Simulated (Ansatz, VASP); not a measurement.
PbO: VASP beside Ansatz

File INCAR:

```
SYSTEM = PbO
ALGO = Normal
EDIFF = 1E-6
ENCUT = 520
GGA = PE
ISIF = 2
ISMEAR = 0
LASPH = .True.
LCHARG = .False.
LREAL = .False.
LWAVE = .False.
NBANDS = 28
NELM = 60
PREC = Accurate
SIGMA = 0.05
```

File KPOINTS:

```
k-points
0
Gamma
  8 8 6
  0 0 0
```

File POSCAR:

```
PbO
1.0
    3.9744000000      0.0000000000      0.0000000000
    0.0000000000      3.9744000000      0.0000000000
    0.0000000000      0.0000000000      4.9466700000
Pb O
2 2
Direct
    0.0000000000      0.5000000000      0.2351000000
    0.5000000000      0.0000000000      0.7649000000
    0.0000000000      0.0000000000      0.0000000000
    0.5000000000      0.5000000000      0.0000000000
```

Input for Ansatz:

```yaml
crystal:
  lattice:
    - [3.9744, 0.0, 0.0]
    - [0.0, 3.9744, 0.0]
    - [0.0, 0.0, 4.94667]
  atoms:
    - { symbol: Pb, position: [0.0, 0.5, 0.2351] }
    - { symbol: Pb, position: [0.5, 0.0, 0.7649] }
    - { symbol: O, position: [0.0, 0.0, 0.0] }
    - { symbol: O, position: [0.5, 0.5, 0.0] }
basis:
  ecutwfc: 420
kpoints:
  mp_grid: { grid: [8, 8, 6] }
hamiltonian:
  xc: pbe
scf:
  occupations: { method: gaussian, width: 0.05 }
output:
  forces: true
  stress: true
  eigenvalues: true
```

Change from the starting cell: strain +0.000 along x and y, -0.015 along z, atoms carried along.

Alike in both runs: task single point; functional PBE; k mesh 8 × 8 × 6; occupations gaussian, width 0.05 eV; no spin polarisation.

|  | VASP | Ansatz |
| --- | --- | --- |
| version | VASP 6.6.1 | Ansatz 0.2.0 |
| potentials or method | VASP PAW PBE potentials, release 64 (Pb_d, O), cutoff 520 eV | scalar-relativistic, plane waves, PAW |
| valence electrons in the cell | 40 | 40 |

Ansatz gave:

* gap on the k mesh at the Fermi level (eV): 1.25
* least direct gap on the mesh (eV): 2.33
* pressure (GPa): 6.2
* traceless stress, the component that is largest in VASP (GPa): -0.42
* rms of the force components (eV/Å): 0.292

What did VASP give for the same quantities?

gap on the k mesh at the Fermi level (eV): 1.26; least direct gap on the mesh (eV): 2.32; pressure (GPa): 6.2; traceless stress, the component that is largest in VASP (GPa): -0.44; rms of the force components (eV/Å): 0.311.

Atom by atom the forces differ by 0.019 eV/Å (rms over components).

Spin-orbit coupling is off throughout.
